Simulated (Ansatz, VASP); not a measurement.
MgF2: VASP beside Ansatz

File POSCAR:

```
MgF2
1.0
    4.8068966344      0.0000000000      0.0000000000
    0.0000000000      4.8068966344      0.0000000000
    0.0000000000      0.0000000000      2.9815746277
Mg F
2 4
Direct
    0.0000000000      0.0000000000      0.0000000000
    0.5000000000      0.5000000000      0.5000000000
    0.3039688291      0.3039688291      0.0000000000
    0.1960311709      0.8039688291      0.5000000000
    0.8039688291      0.1960311709      0.5000000000
    0.6960311709      0.6960311709      0.0000000000
```

Contents of INCAR.step1:

```
SYSTEM = MgF2
ALGO = Normal ; EDIFF = 1E-5
ENCUT = 660 ; GGA = PE
GGA_COMPAT = .FALSE. ; ISMEAR = 0
LASPH = .TRUE. ; LCHARG = .FALSE.
LREAL = .FALSE. ; LWAVE = .TRUE.
NBANDS = 25 ; NELM = 120
PREC = Accurate ; SIGMA = 0.01
```

Contents of INCAR.step2:

```
SYSTEM = MgF2
ALGO = Normal ; EDIFF = 1E-6
ENCUT = 660 ; GGA_COMPAT = .FALSE.
ISIF = 2 ; ISMEAR = 0
ISTART = 1 ; LASPH = .TRUE.
LCHARG = .TRUE. ; LELF = .TRUE.
LMIXTAU = .TRUE. ; LREAL = .FALSE.
LVHAR = .TRUE. ; LWAVE = .FALSE.
METAGGA = R2SCAN ; NBANDS = 25
NELM = 120 ; PREC = Accurate
SIGMA = 0.01
```

The input KPOINTS:

```
k-points
0
G
  6 6 8
  0 0 0
```

Input for Ansatz:

```yaml
crystal:
  lattice:
    - [4.8068966344, 0.0, 0.0]
    - [0.0, 4.8068966344, 0.0]
    - [0.0, 0.0, 2.9815746277]
  atoms:
    - { symbol: Mg, position: [0.0, 0.0, 0.0] }
    - { symbol: Mg, position: [0.5, 0.5, 0.5] }
    - { symbol: F, position: [0.3039688291, 0.3039688291, 0.0] }
    - { symbol: F, position: [0.1960311709, 0.8039688291, 0.5] }
    - { symbol: F, position: [0.8039688291, 0.1960311709, 0.5] }
    - { symbol: F, position: [0.6960311709, 0.6960311709, 0.0] }
kpoints:
  mp_grid: { grid: [6, 6, 8] }
  band_path:
    path:
      - [0.0, 0.0, 0.0]
      - [0.0, 0.5, 0.0]
      - [0.5, 0.5, 0.0]
      - [0.0, 0.0, 0.5]
      - [0.0, 0.5, 0.5]
      - [0.5, 0.5, 0.5]
    npoints: 1
hamiltonian:
  xc: r2scan
scf:
  occupations: { method: fixed }
  n_extra_bands: 5
output:
  forces: true
  stress: true
  eigenvalues: true
```

Change from the starting cell: epitaxial_xy strain +4.0%.

Alike in both runs: task single point; functional r2SCAN; k mesh 6 × 6 × 8; no spin polarisation.

|  | VASP | Ansatz |
| --- | --- | --- |
| version | VASP 6.6.1 | Ansatz 0.2.0 |
| potentials or method | VASP PAW PBE potentials, release 64 (Mg, F) | plane waves, PAW |
| plane-wave cutoff (eV) | 660 | 500 |
| occupations | gaussian, width 0.01 eV | fixed |
| valence electrons in the cell | 32 | 48 |

VASP gave:

| Property | Result |
| --- | --- |
| gap on the k mesh at the Fermi level (eV) | 7.73 |
| pressure (GPa) | -5.9 |
| traceless stress, the component that is largest in VASP (GPa) | 4.50 |
| rms of the force components (eV/Å) | 0.005 |

Estimate Ansatz's values.

gap on the k mesh at the Fermi level (eV): 7.76; pressure (GPa): -4.5; traceless stress, the component that is largest in VASP (GPa): 4.53; rms of the force components (eV/Å): 0.000.

VASP's potentials were made for PBE, not for r2SCAN. Atom by atom the forces differ by 0.005 eV/Å (rms over components). VASP's potentials hold 32 valence electrons a cell and Ansatz's 48, so a difference there can come from the potentials and not from the codes.
